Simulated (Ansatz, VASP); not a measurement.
Two plane-wave programs on Si

The input INCAR:

```
SYSTEM = Si
  PREC = Accurate
  ENCUT = 600
  EDIFF = 1E-6
  ISMEAR = 0
  SIGMA = 0.1
  LREAL = .FALSE.
  LASPH = .TRUE.
  NELM = 60
  ALGO = Normal
  ISIF = 3
  LWAVE = .FALSE.
  LCHARG = .FALSE.
  GGA = PE
  IBRION = 2
  NSW = 90
  EDIFFG = -0.04
```

Contents of KPOINTS:

```
regular mesh
0
G
  6 4 2
  0 0 0
```

File POSCAR:

```
Si
1.0
    3.6020586100      0.0000000000      0.0000000000
    0.0000000000      5.9867165500      0.0000000000
    0.0000000000      0.0000000000     10.1666553900
Si
12
Direct
    0.8842754200      0.3179978700      0.2012293300
    0.3842754200      0.1820021300      0.2987706700
    0.6157245800      0.8179978700      0.2987706700
    0.1157245800      0.6820021300      0.2012293300
    0.1157245800      0.6820021300      0.7987706700
    0.6157245800      0.8179978700      0.7012293300
    0.3842754200      0.1820021300      0.7012293300
    0.8842754200      0.3179978700      0.7987706700
    0.7474270600      0.8809678000      0.5000000000
    0.2474270600      0.6190322000      0.0000000000
    0.7525729400      0.3809678000      0.0000000000
    0.2525729400      0.1190322000      0.5000000000
```

Input for Ansatz:

```yaml
crystal:
  lattice:
    - [3.60205861, 0.0, 0.0]
    - [0.0, 5.98671655, 0.0]
    - [0.0, 0.0, 10.16665539]
  atoms:
    - { symbol: Si, position: [0.88427542, 0.31799787, 0.20122933] }
    - { symbol: Si, position: [0.38427542, 0.18200213, 0.29877067] }
    - { symbol: Si, position: [0.61572458, 0.81799787, 0.29877067] }
    - { symbol: Si, position: [0.11572458, 0.68200213, 0.20122933] }
    - { symbol: Si, position: [0.11572458, 0.68200213, 0.79877067] }
    - { symbol: Si, position: [0.61572458, 0.81799787, 0.70122933] }
    - { symbol: Si, position: [0.38427542, 0.18200213, 0.70122933] }
    - { symbol: Si, position: [0.88427542, 0.31799787, 0.79877067] }
    - { symbol: Si, position: [0.74742706, 0.8809678, 0.5] }
    - { symbol: Si, position: [0.24742706, 0.6190322, 0.0] }
    - { symbol: Si, position: [0.75257294, 0.3809678, 0.0] }
    - { symbol: Si, position: [0.25257294, 0.1190322, 0.5] }
basis:
  ecutwfc: 420
kpoints:
  mp_grid: { grid: [6, 4, 2] }
hamiltonian:
  xc: pbe
scf:
  occupations: { method: gaussian, width: 0.1 }
  lower_state_search: "off"
output:
  forces: true
  stress: true
  eigenvalues: true
relax:
  adjacent_minimum: "off"
  f_tol: 0.04
  max_steps: 70
  cell: { stress_tol: 0.4 }
```

Alike in both runs: task relaxation of cell and atoms; functional PBE; k mesh 6 × 4 × 2; occupations gaussian, width 0.1 eV; no spin polarisation.

|  | VASP | Ansatz |
| --- | --- | --- |
| version | VASP 6.6.1 | Ansatz 0.2.0 |
| potentials or method | VASP PAW PBE potentials, release 64 (Si), cutoff 600 eV | scalar-relativistic, plane waves, PAW |
| valence electrons in the cell | 48 | 48 |

|  | VASP | Ansatz | Ansatz less VASP |
| --- | --- | --- | --- |
| gap on the k mesh at the Fermi level, each at its own relaxed structure (eV) | none | none | - |
| relaxed volume (Å³/atom) | 23.22 | 23.15 | -0.073 |
| relaxed length of the cell vector where the two differ most in proportion (Å) | 6.752 | 6.724 | -0.0276 |

A gap of «none» marks a metal or a gap that the smearing closes.

Noted on VASP's run: the volume moved by over 15 % at a fixed basis, so the end points are rough.
